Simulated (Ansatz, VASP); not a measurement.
**Two plane-wave programs on Al2Cu**

```
Al Cu
1.0
     4.10518    0.00000    0.00000
     0.00000    4.10518    0.00000
     0.00000    0.00000    2.89131
Al Cu
2 1
Direct
  0.50000 0.00000 0.50000
  0.00000 0.50000 0.50000
  0.00000 0.00000 0.00000
```

Alike in both runs: task single point; functional r2SCAN; k mesh 1 × 1 × 1; occupations gaussian, width 0.1 eV; no spin polarisation.

|  | VASP | Ansatz |
| --- | --- | --- |
| version | VASP 6.6.1 | Ansatz 0.2.0 |
| potentials or method | VASP PAW PBE potentials, release 64 (Al, Cu_sv_GW), cutoff 900 eV | scalar-relativistic, plane waves, PAW |
| valence electrons in the cell | 25 | 25 |

|  | VASP | Ansatz | Ansatz less VASP |
| --- | --- | --- | --- |
| pressure (GPa) | -1.0 | -0.8 | +0.25 |
| traceless stress, the component that is largest in VASP (GPa) | -100.62 | -100.56 | +0.055 |

VASP's potentials were made for PBE, not for r2SCAN. The functional is the same, so the differences come from potentials, cutoffs and numerics.

The k mesh is coarse, so the values compare programs but aren't converged.
